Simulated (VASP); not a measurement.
**Bi2Te3 (Tellurobismuthite): single point with PBE+D3(BJ)**

**Measured values to compare with.**

“Vacancy and Antisite-Induced Ferromagnetism in Liquid-Phase Exfoliated Bi2Te3”, 2024, arxiv:2412.10539 quotes, for a bulk crystal of Bi2Te3: band gap 0.17 eV.

Bi2Te3 (Tellurobismuthite):

```
Bi Te
1.0
     2.19297    1.26611   10.10532
    -2.19297    1.26611   10.10532
     0.00000   -2.53222   10.10532
Bi Te
2 3
Direct
  0.40011 0.40011 0.40011
  0.59989 0.59989 0.59989
  0.00000 0.00000 0.00000
  0.20942 0.20942 0.20942
  0.79058 0.79058 0.79058
```

* Program: VASP 6.6.1
* Task: single point
* Functional: PBE
* Dispersion: D3(BJ)
* Potentials or basis: VASP PAW PBE potentials, release 64 (Bi_d, Te)
* Cutoff: 520 eV
* k mesh: 9 × 9 × 9
* Occupations: gaussian, width 0.01 eV
* Spin: no spin polarisation
* Dipole correction: no
* Further INCAR settings: ALGO = Normal; EDIFF = 1e-07; NBANDS = 32

* Pressure: 0.0 GPa
* Largest force: 0.014 eV/Å
* Band gap on the k mesh: 0.25 eV, direct
* Dispersion energy per atom: -0.450 eV

Forces in eV/Å, atoms in the order of the input:
```
Bi   0.000  0.000 -0.009
Bi   0.000  0.000  0.009
Te   0.000  0.000  0.000
Te   0.000  0.000 -0.014
Te   0.000  0.000  0.014
```

Levels at points of the mesh, in eV from the valence-band top:
| k point | band 20 | band 21 | band 22 | band 23 | band 24 | band 25 | band 26 | band 27 | band 28 | band 29 |
| --- | --- | --- | --- | --- | --- | --- | --- | --- | --- | --- |
| (0.00, 0.00, 0.00) | -1.75 | -1.75 | -0.90 | -0.90 | 0.00 | 0.25 | 0.62 | 0.62 | 1.94 | 2.11 |

It took 29 min on 1 thread of AMD EPYC 9R45 96-Core Processor (Zen 5), on a shared host, peak memory 1.1 GiB.

A measured gap of Bi2Te3 is 0.17 eV (quoted in “Vacancy and Antisite-Induced Ferromagnetism in Liquid-Phase Exfoliated Bi2Te3”, 2024, arxiv:2412.10539); the calculated 0.25 eV misses it by +0.08 eV. Spin-orbit coupling on Bi, Te is left out. The value is that of PBE+D3(BJ) on a finite k mesh, which can miss the band edges, without temperature or zero-point motion.

Caveat: spin-orbit coupling is left out, which moves the levels of the heavy elements.
